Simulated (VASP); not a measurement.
**Ta: single point with PBEsol**

Ta, a wire with vacuum:

```
Ta
1.0
    22.70911    0.00000    0.00000
     0.00000   22.70911    0.00000
     0.00000    0.00000    2.37728
Ta
4
Direct
  0.31863 0.81863 0.00000
  0.68137 0.18137 0.00000
  0.18137 0.31863 0.00000
  0.81863 0.68137 0.00000
```

| Item | Value |
| --- | --- |
| Program | VASP 6.6.1 |
| Task | single point |
| Functional | PBEsol |
| Potentials or basis | VASP PAW PBE potentials, release 64 (Ta_pv) |
| Cutoff | 520 eV |
| k mesh | 1 × 1 × 8 |
| Occupations | fermi-dirac, width 0.1 eV |
| Spin | no spin polarisation |

```
Band gap on the k mesh : zero (bands 22 and 23 overlap by 2.48 eV)
```

Levels at points of the mesh, in eV from the Fermi level:
```csv
k point,band 16,band 17,band 18,band 19,band 20,band 21,band 22,band 23,band 24,band 25
"(0.00, 0.00, 0.00)",-4.27,-1.71,-1.71,-1.71,-1.71,-0.23,-0.23,-0.23,-0.23,-0.23
"(0.00, 0.00, 0.50)",-2.34,-2.34,-2.34,-2.34,-2.34,2.25,2.25,2.25,2.25,2.25
```

Wall time 6.9 min on 1 thread of Intel(R) Xeon(R) Platinum 8375C CPU @ 2.90GHz (Ice Lake), on a shared host, peak memory 1 GiB.

Caveat: spin-orbit coupling is left out, which moves the levels of the heavy elements.
